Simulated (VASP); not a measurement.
# Ta4O (P4/mmm) in VASP: notebook

Runs on Ta4O. Level: PBE. Tasks: single point.

Everything below comes from runs of VASP 6.6.1. Logs are shortened: lines on timing, memory, paths and dates and some standing lists are left out, and cuts for length are marked.

## Step 1: The cell of the first run

The structure is tetragonal, space group P4/mmm (No. 123). Conventional cell: a = 3.206 Å, b = 3.206 Å, c = 7.174 Å, α = 90.00°, β = 90.00°, γ = 90.00°. Ta (site symmetry 4/mmm) has 4 O at 2.27 Å and 12 Ta at 3.04 to 3.21 Å within 3.3 Å. Within 2.8 Å of Ta (site symmetry 4mm) lie 1 O at 2.03 Å and 4 Ta at 2.75 Å. Ta (site symmetry 4/mmm) has 14 Ta at 2.75 to 3.59 Å within 3.6 Å. O (site symmetry 4/mmm) has 6 Ta at 2.03 to 2.27 Å within 2.7 Å.

## Step 2: Single point, PBE (strain -0.015 along x and y, -0.030 along z)

INCAR reads:

```
SYSTEM = Ta4O
ALGO     = Normal         ! electronic algorithm
EDIFF    = 1E-6           ! SCF threshold, eV
ENCUT    = 520            ! plane-wave cutoff, eV
GGA      = PE             ! functional
ISIF     = 2              ! what is computed and relaxed
ISMEAR   = 0              ! smearing method
LASPH    = .True.         ! aspherical terms in the spheres
LCHARG   = .False.        ! write CHGCAR
LREAL    = .False.        ! projectors in reciprocal space
LWAVE    = .False.        ! write WAVECAR
NBANDS   = 33             ! bands
NELM     = 100            ! most SCF steps
PREC     = Accurate       ! precision mode
SIGMA    = 0.15           ! smearing width, eV
```

KPOINTS reads:

```
k-points
0
Gamma
  14 14 8
  0 0 0
```

POSCAR reads:

```
Ta4O
1.0
    3.2058864392      0.0000000000      0.0000000000
    0.0000000000      3.2058864392      0.0000000000
    0.0000000000      0.0000000000      7.1735250770
Ta O
4 1
Direct
    0.0000000000      0.0000000000      0.5000000000
    0.5000000000      0.5000000000      0.7829127273
    0.5000000000      0.5000000000      0.2170872727
    0.0000000000      0.0000000000      0.0000000000
    0.5000000000      0.5000000000      0.5000000000
```

Potentials or basis: VASP PAW PBE potentials, release 64 (Ta_pv, O).

Command:

```
$ cat potpaw_PBE.64/Ta_pv/POTCAR potpaw_PBE.64/O/POTCAR > POTCAR
$ mpirun -np 1 vasp_std > vasp.out
```

OUTCAR:

```text
SYSTEM = Ta4O
   EDIFF = 1E-6
   ENCUT = 520
   GGA = PE
   ISIF = 2
   ISMEAR = 0
   LASPH = .True.
   LREAL = .False.
   NELM = 100
   PREC = Accurate

 ion  position               nearest neighbor table
   1  0.000  0.000  0.500-   5 2.27   5 2.27   5 2.27   5 2.27   3 3.04   3 3.04   2 3.04   3 3.04
                             2 3.04   2 3.04   3 3.04   2 3.04   4 3.59   4 3.59
   2  0.500  0.500  0.783-   5 2.03   4 2.75   4 2.75   4 2.75   4 2.75   1 3.04   1 3.04   1 3.04
                             1 3.04   3 3.11
   3  0.500  0.500  0.217-   5 2.03   4 2.75   4 2.75   4 2.75   4 2.75   1 3.04   1 3.04   1 3.04
                             1 3.04   2 3.11
   4  0.000  0.000  0.000-   2 2.75   3 2.75   2 2.75   3 2.75   2 2.75   3 2.75   2 2.75   3 2.75
                             1 3.59   1 3.59
   5  0.500  0.500  0.500-   2 2.03   3 2.03   1 2.27   1 2.27   1 2.27   1 2.27

  LATTYP: Found a simple tetragonal cell.
 ALAT       =     3.2058864392
 C/A-ratio  =     2.2376104747

  Lattice vectors:

 A1 = (   3.2058864392,   0.0000000000,   0.0000000000)
 A2 = (   0.0000000000,   3.2058864392,   0.0000000000)
 A3 = (   0.0000000000,   0.0000000000,   7.1735250770)

Analysis of symmetry for initial positions (statically):
=====================================================================
 Subroutine PRICEL returns:
 Original cell was already a primitive cell.

 Routine SETGRP: Setting up the symmetry group for a
 simple tetragonal supercell.

 Subroutine GETGRP returns: Found 16 space group operations
 (whereof 16 operations were pure point group operations)
 out of a pool of 16 trial point group operations.

The static configuration has the point symmetry D_4h.

Analysis of symmetry for dynamics (positions and initial velocities):
=====================================================================
 Subroutine PRICEL returns:
 Original cell was already a primitive cell.

 Routine SETGRP: Setting up the symmetry group for a
 simple tetragonal supercell.

 Subroutine GETGRP returns: Found 16 space group operations
 (whereof 16 operations were pure point group operations)
 out of a pool of 16 trial point group operations.

The dynamic configuration has the point symmetry D_4h.

 Subroutine INISYM returns: Found 16 space group operations
 (whereof 16 operations are pure point group operations),
 and found     1 'primitive' translations

----------------------------------------------------------------------------------------

                                     Primitive cell

  volume of cell :      73.7274

  direct lattice vectors                    reciprocal lattice vectors
     3.205886439  0.000000000  0.000000000     0.311926208  0.000000000  0.000000000
     0.000000000  3.205886439  0.000000000     0.000000000  0.311926208  0.000000000
     0.000000000  0.000000000  7.173525077     0.000000000  0.000000000  0.139401478

  length of vectors
     3.205886439  3.205886439  7.173525077     0.311926208  0.311926208  0.139401478

  position of ions in fractional coordinates (direct lattice)
     0.000000000  0.000000000  0.500000000
     0.500000000  0.500000000  0.782912727
     0.500000000  0.500000000  0.217087273
     0.000000000  0.000000000  0.000000000
     0.500000000  0.500000000  0.500000000

  ion indices of the primitive-cell ions
   primitive index   ion index
                 1           1
                 2           2
                 3           3
                 4           4
                 5           5

----------------------------------------------------------------------------------------

 KPOINTS: k-points

Automatic generation of k-mesh.
 Grid dimensions read from file:
 generate k-points for:   14   14    8

 Generating k-lattice:

  Cartesian coordinates                     Fractional coordinates (reciprocal lattice)
     0.022280443  0.000000000  0.000000000     0.071428571  0.000000000  0.000000000
     0.000000000  0.022280443  0.000000000     0.000000000  0.071428571  0.000000000
     0.000000000  0.000000000  0.017425185     0.000000000  0.000000000  0.125000000

  Length of vectors
     0.022280443  0.022280443  0.017425185

  Shift w.r.t. Gamma in fractional coordinates (k-lattice)
     0.000000000  0.000000000  0.000000000

 Subroutine IBZKPT returns following result:
 ===========================================

 Found    180 irreducible k-points:

 Following reciprocal coordinates:
            Coordinates               Weight
  0.000000  0.000000  0.000000      1.000000
  0.071429  0.000000  0.000000      4.000000
  0.142857  0.000000  0.000000      4.000000
  0.214286  0.000000  0.000000      4.000000
  0.285714  0.000000  0.000000      4.000000
  0.357143  0.000000  0.000000      4.000000
[... 16 lines left out ...]
  0.285714  0.214286  0.000000      8.000000
  0.357143  0.214286  0.000000      8.000000
 [... further k-points ...]
   k-points           NKPTS =    180   k-points in BZ     NKDIM =    180   number of bands    NBANDS=     33
   number of dos      NEDOS =    301   number of ions     NIONS =      5
   total plane-waves  NPLWV =  31104
   dimension x,y,z NGX =    24 NGY =   24 NGZ =   54
   dimension x,y,z NGXF=    48 NGYF=   48 NGZF=  108
   ions per type =               4   1
   NGX,Y,Z   is equivalent  to a cutoff of  12.45, 12.45, 12.51 a.u.
   NGXF,Y,Z  is equivalent  to a cutoff of  24.89, 24.89, 25.03 a.u.
 SYSTEM =  Ta4O
   PREC   = accura    normal or accurate (medium, high low for compatibility)
   ISTART =      0    job   : 0-new  1-cont  2-samecut
   ICHARG =      2    charge: 1-file 2-atom 10-const
   ISPIN  =      1    spin polarized calculation?
   LNONCOLLINEAR =      F non collinear calculations
   LSORBIT =      F    spin-orbit coupling
   LASPH  =      T    aspherical Exc in radial PAW
   ENCUT  =  520.0 eV  38.22 Ry    6.18 a.u.   5.96  5.96 13.34*2*pi/ulx,y,z
   NELM   =    100;   NELMIN=  2; NELMDL= -5     # of ELM steps
   EDIFF  = 0.1E-05   stopping-criterion for ELM
   LREAL  =      F    real-space projection
   EDIFFG = 0.1E-04   stopping-criterion for IOM
   NSW    =      0    number of steps for IOM
   IBRION =     -1    ionic relax: 0-MD 1-quasi-New 2-CG
   NFREE  =      0    steps in history (QN), initial steepest desc. (CG)
   ISIF   =      2    stress and relaxation
   ISYM   =      2    0-nonsym 1-usesym 2-fastsym
   POTIM  = 0.5000    time-step for ionic-motion
   TEBEG  =    0.0;   TEEND  =   0.0 temperature during run
   PSTRESS=    0.0 pullay stress
   NELECT =      50.0000    total number of electrons
   NUPDOWN=      -1.0000    fix difference up-down
   EMIN   =  10.00;   EMAX   =-10.00  energy-range for DOS
   EFERMI =   0.00;   METHOD = LEGACY
   ISMEAR =     0;   SIGMA  =   0.15  broadening in eV -4-tet -1-fermi 0-gaus
   EFERMI_NEDOS =   21; number of points for ismear=-14 and -15
   IALGO  =     38    algorithm
   IMIX   =      4    mixing-type and parameters
     AMIX     =   0.40;   BMIX     =  1.00
     AMIX_MAG =   1.60;   BMIX_MAG =  1.00
  volume/ion in A,a.u.               =      14.75        99.51
  Fermi-wavevector in a.u.,A,eV,Ry     =   1.438319  2.718029 28.147208  2.068761
  Thomas-Fermi vector in A             =   2.557299
   LORBIT       =      0    0 simple, 1 ext, 2 COOP (PROOUT), +10 PAW based schemes
   GGA     = PE    functional components
   LHFCALC =     F    Hartree Fock is set to
   AEXX    =    0.0000 exact exchange contribution
   IVDW    =     0    specifies the selected vdW correction
   LEPSILON=     F    determine dielectric tensor
   LRPA    =     F    only Hartree local field effects (RPA)
 non-spin polarized calculation
 Gauss-broadening in eV      SIGMA  =   0.15
  energy-cutoff  :      520.00
  volume of cell :       73.73
 maximum number of plane-waves:      2016
 NGX is ok and might be reduce to    24
   NGX = 11   NGY = 11   NGZ = 27

 number of electron      49.9999986 magnetization

 Free energy of the ion-electron system (eV)
  ---------------------------------------------------
  ext. energy  EPLUGINS =         0.00000000
  ---------------------------------------------------
  free energy    TOTEN  =       -54.84523935 eV

  energy without entropy =      -54.81740940  energy(sigma->0) =      -54.83132438

 E-fermi :   7.0048     XC(G=0): -12.9385

 val. band max:        6.9989875747   @ k =   0.5000   0.2143   0.1250
 cond. band min:       7.0064239681   @ k =   0.4286   0.0714   0.2500
 fundamental gap:      0.0074363934
 Fermi energy:         7.0047709639

 k-point     1 :       0.0000    0.0000    0.0000
  band No.  band energies     occupation
      1     -28.5246      2.00000
      2     -28.5246      2.00000
      3     -28.1574      2.00000
      4     -27.6196      2.00000
      5     -27.4182      2.00000
      6     -27.1970      2.00000
[... 25 lines left out ...]
     32       8.7958      0.00000
     33       9.6957      0.00000

 k-point     2 :       0.0714    0.0000    0.0000
  band No.  band energies     occupation
      1     -28.5503      2.00000
      2     -28.5218      2.00000
      3     -28.1536      2.00000
      4     -27.6260      2.00000
      5     -27.4262      2.00000
      6     -27.1960      2.00000
[... 25 lines left out ...]
     32       9.2181      0.00000
     33       9.9021      0.00000

 k-point     3 :       0.1429    0.0000    0.0000
  band No.  band energies     occupation
      1     -28.6201      2.00000
      2     -28.5139      2.00000
      3     -28.1440      2.00000
      4     -27.6437      2.00000
      5     -27.4485      2.00000
      6     -27.1969      2.00000
[... 25 lines left out ...]
     32       9.6581      0.00000
     33      10.3823      0.00000

 k-point     4 :       0.2143    0.0000    0.0000
  band No.  band energies     occupation
      1     -28.7162      2.00000
      2     -28.5024      2.00000
      3     -28.1333      2.00000
      4     -27.6681      2.00000
      5     -27.4779      2.00000
      6     -27.2081      2.00000
[... 25 lines left out ...]
     32       9.8200      0.00000
     33      10.1000      0.00000

 k-point     5 :       0.2857    0.0000    0.0000
  band No.  band energies     occupation
      1     -28.8175      2.00000
      2     -28.4897      2.00000
      3     -28.1274      2.00000
      4     -27.6927      2.00000
      5     -27.5024      2.00000
      6     -27.2344      2.00000
[... 604 lines left out ...]
 k-point    22 :       0.2143    0.2143    0.0000
  band No.  band energies     occupation
      1     -28.7112      2.00000
      2     -28.6368      2.00000
      3     -28.1094      2.00000
      4     -27.6397      2.00000
      5     -27.4495      2.00000
      6     -27.3467      2.00000
[... 25 lines left out ...]
     32       9.5402      0.00000
     33      11.1993      0.00000

 k-point    23 :       0.2857    0.2143    0.0000
  band No.  band energies     occupation
      1     -28.7753      2.00000
      2     -28.6394      2.00000
      3     -28.0984      2.00000
      4     -27.6529      2.00000
      5     -27.4394      2.00000
      6     -27.3782      2.00000
[... 25 lines left out ...]
     32       9.9688      0.00000
     33      11.1051      0.00000

 k-point    24 :       0.3571    0.2143    0.0000
  band No.  band energies     occupation
      1     -28.8476      2.00000
      2     -28.6236      2.00000
      3     -28.0908      2.00000
      4     -27.6812      2.00000
      5     -27.4344      2.00000
      6     -27.3968      2.00000
[... 25 lines left out ...]
     32      10.4196      0.00000
     33      11.0607      0.00000

 [... further k-points ...]

------------------------ aborting loop because EDIFF is reached ----------------------------------------

  FORCE on cell =-STRESS in cart. coord.  units (eV):
  Direction    XX          YY          ZZ          XY          YZ          ZX
  --------------------------------------------------------------------------------------
  -------------------------------------------------------------------------------------
  Total        6.2395733      6.2395733      9.9579521      0.0000000      0.0000000      0.0000000
  in kB      135.5927864    135.5927864    216.3972449      0.0000000      0.0000000      0.0000000
  external PRESSURE =     162.5276059 kB  Pullay stress =       0.0000000 kB

 VOLUME and BASIS-vectors are now :
 -----------------------------------------------------------------------------
  energy-cutoff  :      520.00
  volume of cell :       73.73
      direct lattice vectors                 reciprocal lattice vectors
     3.205886439  0.000000000  0.000000000     0.311926208  0.000000000  0.000000000
     0.000000000  3.205886439  0.000000000     0.000000000  0.311926208  0.000000000
     0.000000000  0.000000000  7.173525077     0.000000000  0.000000000  0.139401478

 POSITION                                       TOTAL-FORCE (eV/Angst)
 -----------------------------------------------------------------------------------
      0.00000      0.00000      3.58676         0.000000     -0.000000      0.000000
      1.60294      1.60294      5.61624         0.000000     -0.000000      0.421623
      1.60294      1.60294      1.55728        -0.000000      0.000000     -0.421623
      0.00000      0.00000      0.00000         0.000000     -0.000000      0.000000
      1.60294      1.60294      3.58676         0.000000     -0.000000      0.000000
 -----------------------------------------------------------------------------------
    total drift:                                0.000000     -0.000000      0.000000

  FREE ENERGIE OF THE ION-ELECTRON SYSTEM (eV)
  ---------------------------------------------------
  free  energy   TOTEN  =       -54.8452393513 eV

  energy  without entropy=      -54.8174094015  energy(sigma->0) =      -54.83132438
```

Wall time 3.7 min (1 thread of Intel Xeon 6975P-C (Granite Rapids), shared host); peak memory 0.43 GiB.

Results:

* Free energy: -54.8452 eV
* Pressure: 16.3 GPa
* Largest force: 0.422 eV/Å
* Band gap on the k mesh: zero (bands 25 and 26 overlap by 1.12 eV)

Forces on the atoms (eV/Å):
```
Ta   0.000  0.000  0.000
Ta   0.000  0.000  0.422
Ta   0.000  0.000 -0.422
Ta   0.000  0.000  0.000
O    0.000  0.000  0.000
```

Stress tensor (GPa, compression positive):
```
13.56  0.00  0.00
 0.00 13.56  0.00
 0.00  0.00 21.64
```

Caveat: the cell differs from its parent crystal (strain -0.015 along x and y, -0.030 along z); the cell stands under pressure; spin-orbit coupling is left out, which moves the levels of the heavy elements.

[end of part 1 of 2]
